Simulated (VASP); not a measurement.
Set up this calculation in VASP 6.6.1, as the native input.

```yaml
Task: single point
Functional: HSE06
Potentials_or_basis: VASP PAW PBE potentials, release 64 (Mg, O)
Cutoff: 520 eV
k_mesh: 6 × 6 × 6
Occupations: gaussian, width 0.01 eV
Spin: no spin polarisation
Dipole_correction: no
Grid_for_exact_exchange_PRECFOCK: Normal
Further_INCAR_settings: ALGO = Normal; EDIFF = 1e-06; NBANDS = 11
Screening_parameter: 0.2079 1/Å
```

MgO:

```
Mg O
1.0
     0.00000    2.28201    2.14577
     2.28201    0.00000    2.14577
     2.28201    2.28201    0.00000
Mg O
1 1
Direct
  0.00000 0.00000 0.00000
  0.25000 0.25000 0.25000
```

This cell differs from its parent crystal: uniaxial z strain -6.0%.

The input as run:

POSCAR

```
MgO
1.0
    0.0000000000      2.2820056624      2.1457699243
    2.2820056624      0.0000000000      2.1457699243
    2.2820056624      2.2820056624      0.0000000000
Mg O
1 1
Direct
    0.0000000000      0.0000000000      0.0000000000
    0.2500000000      0.2500000000      0.2500000000
```

INCAR.step1

```
SYSTEM = MgO
  PREC = Accurate
  ENCUT = 520
  EDIFF = 1E-5
  ISMEAR = 0
  SIGMA = 0.01
  LREAL = .False.
  LASPH = .True.
  NELM = 60
  ALGO = Normal
  ISIF = 2
  LWAVE = .True.
  LCHARG = .False.
  NBANDS = 11
  GGA = PE
```

INCAR.step2

```
SYSTEM = MgO
  PREC = Accurate
  ENCUT = 520
  EDIFF = 1E-6
  ISMEAR = 0
  SIGMA = 0.01
  LREAL = .False.
  LASPH = .True.
  NELM = 60
  ALGO = Normal
  ISIF = 2
  LWAVE = .False.
  LCHARG = .False.
  GGA = PE
  LHFCALC = .True.
  HFSCREEN = 0.2079
  PRECFOCK = Normal
  NBANDS = 11
  ISTART = 1
```

KPOINTS

```
regular mesh
0
Gamma
  6 6 6
  0 0 0
```

Potentials or basis: VASP PAW PBE potentials, release 64 (Mg, O).

Run with:

```bash
$ cat potpaw_PBE.64/Mg/POTCAR potpaw_PBE.64/O/POTCAR > POTCAR
$ cp INCAR.step1 INCAR
$ mpirun -np 1 vasp_std > vasp.out
$ cp INCAR.step2 INCAR
$ mpirun -np 1 vasp_std > vasp.out
```

Results of the run:

- Pressure: 8.5 GPa
- Band gap on the k mesh: 5.55 eV, direct

Caveat: the cell differs from its parent crystal (uniaxial z strain -6.0%); the PAW data sets were made with another functional, which shifts forces and pressure a little.

Wall time 20 min on 1 thread of Intel Xeon 6975P-C, on a shared host, peak memory 0.26 GiB.
